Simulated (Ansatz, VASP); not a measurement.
# AlN: VASP beside Ansatz

The input POSCAR:

```
AlN
1.0
    3.1135756528      0.0000000000      0.0000000000
   -1.5567878264      2.6964356119      0.0000000000
    0.0000000000      0.0000000000      4.9831268775
Al N
2 2
Direct
    0.3333333333      0.6666666667     -0.0265533953
    0.6666666667      0.3333333333      0.4734466047
    0.3333333333      0.6666666667      0.4085533953
    0.6666666667      0.3333333333      0.9085533953
```

The input INCAR.step1:

```
ALGO = Normal
EDIFF = 1E-4
ENCUT = 520
GGA = PE
ISMEAR = 0
LASPH = True
LCHARG = False
LREAL = False
LWAVE = True
NBANDS = 16
NELM = 80
PREC = Accurate
SIGMA = 0.01
```

File INCAR.step2:

```
ALGO = Normal
EDIFF = 1E-6
ENCUT = 520
ISIF = 2
ISMEAR = 0
ISTART = 1
LASPH = True
LCHARG = False
LMIXTAU = True
LREAL = False
LWAVE = False
METAGGA = R2SCAN
NBANDS = 16
NELM = 80
PREC = Accurate
SIGMA = 0.01
```

Contents of KPOINTS:

```
k-points
0
Gamma
  9 9 6
```

Input for Ansatz:

```yaml
crystal:
  lattice:
    - [3.1135756528, 0.0, 0.0]
    - [-1.5567878264, 2.6964356119, 0.0]
    - [0.0, 0.0, 4.9831268775]
  atoms:
    - { symbol: Al, position: [0.3333333333, 0.6666666667, -0.0265533953] }
    - { symbol: Al, position: [0.6666666667, 0.3333333333, 0.4734466047] }
    - { symbol: "N", position: [0.3333333333, 0.6666666667, 0.4085533953] }
    - { symbol: "N", position: [0.6666666667, 0.3333333333, 0.9085533953] }
basis:
  ecutwfc: 500
  xc_grid: 2
kpoints:
  mp_grid: { grid: [9, 9, 6] }
hamiltonian:
  xc: r2scan
  pseudopotentials: { kind: paw, azcp: { folder: soft_1 } }
scf:
  occupations: { method: fixed }
output:
  forces: true
  stress: true
  eigenvalues: true
  polarization: {}
```

Change from the starting cell: polar distortion scaled by 0.55.

Alike in both runs: task single point; functional r2SCAN; k mesh 9 × 9 × 6; no spin polarisation.

```csv
,VASP,Ansatz
version,VASP 6.6.1,Ansatz 0.2.0
potentials or method,"VASP PAW PBE potentials, release 64 (Al, N), cutoff 520 eV","scalar-relativistic, plane waves, PAW"
occupations,"gaussian, width 0.01 eV",fixed
valence electrons in the cell,16,16
```

VASP gave:

| Quantity | Value |
| --- | --- |
| gap on the k mesh at the Fermi level (eV) | 3.96 |
| least direct gap on the mesh (eV) | 3.96 |
| pressure (GPa) | 2.4 |
| traceless stress, the component that is largest in VASP (GPa) | -14.33 |
| rms of the force components (eV/Å) | 0.827 |

Task: What did Ansatz give for the same quantities?

Result: gap on the k mesh at the Fermi level (eV): 3.92; least direct gap on the mesh (eV): 3.92; pressure (GPa): 2.7; traceless stress, the component that is largest in VASP (GPa): -14.15; rms of the force components (eV/Å): 0.816.

VASP's potentials were made for PBE, not for r2SCAN. Atom by atom the forces differ by 0.011 eV/Å (rms over components).
